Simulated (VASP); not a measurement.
The system is As.

```
CELL_PARAMETERS angstrom
5.27891 0.00000 0.00000
-2.63945 4.57167 0.00000
0.00000 0.00000 10.25541
ATOMIC_POSITIONS crystal
As 0.33333 0.66667 0.32432
As 0.33333 0.66667 0.17568
As 0.66667 0.33333 0.82432
As 0.66667 0.33333 0.67568
```

| Quantity | Value |
| --- | --- |
| Program | VASP 6.6.1 |
| Task | relaxation of cell and atoms |
| Functional | PBE |
| Dispersion | D3(BJ) |
| Potentials or basis | VASP PAW PBE potentials, release 64 (As) |
| Cutoff | 600 eV |
| k mesh | 6 × 6 × 2 |
| Occupations | gaussian, width 0.1 eV |
| Spin | no spin polarisation |

At the start: pressure 40.5 GPa; volume 61.87 Å³/atom.

Q: Where does the relaxation end?

A: Over 27 steps the energy falls by 6734.6 meV/atom and the volume is 24.47 Å³/atom (-60.5 %); space group P6/mmm (No. 191, to 0.05 Å).

The path:
```
step  energy change (eV)  largest force (eV/Å)  pressure (GPa)  volume (Å³)
   1              0.0000               62.3230           40.48       247.50
   2             -8.2877                0.0228           -1.25       797.53
   3             -8.3783                0.0509           -1.24       788.64
   4             -8.4793                0.0447           -1.24       778.00
   5            -11.4480                1.1238           -1.88       543.29
   6            -19.4321                1.0389           -4.32       396.10
   7            -20.7928                0.9142           -4.84       321.98
   8            -21.3546                0.0149           -5.63       284.78
   9            -24.6297                0.1254           -1.82       209.22
  10            -24.7117                0.1087           -0.46       200.66
  11            -24.7142                0.1010           -0.17       198.90
  12            -24.7122                0.0928            0.10       197.34
  13            -24.7187                0.0805           -0.22       198.06
  14            -24.7197                0.0705           -0.41       198.47
  15            -24.7250                0.0427           -0.40       196.94
  16            -24.7392                0.0363           -0.40       192.37
  17            -24.7641                0.1579           -0.52       183.27
  18            -24.8445                0.1859           -1.12       165.21
  19            -25.3312                0.3146           -1.75       129.68
  20              1.3736               47.5855          195.02        60.90
  21            -25.2598                0.1811           -0.96       128.33
  22            -25.3292                0.1922           -0.89       126.41
  23            -26.8878                0.0761            3.35        93.31
  24            -26.3308                0.0315           -0.74       106.13
  25            -26.8937                0.0284            2.32        95.35
  26            -26.9237                0.0239           -1.15        99.52
  27            -26.9383                0.0276            0.09        97.88
```

Final structure:
```yaml
crystal:
  lattice:
    - [4.41144, 0.00000, 0.00000]
    - [-2.20572, 3.82042, 0.00000]
    - [0.00000, 0.00000, 5.80750]
  atoms:
    - { symbol: As, position: [0.33333, 0.66667, 0.49786] }
    - { symbol: As, position: [0.33333, 0.66667, 0.00214] }
    - { symbol: As, position: [0.66667, 0.33333, 0.99786] }
    - { symbol: As, position: [0.66667, 0.33333, 0.50214] }
```

Caveat: the volume moved by over 15 % at a fixed basis, so the end points are rough; the relaxation stopped at a loose force limit of 0.05 eV/Å, so its end isn't a converged minimum.
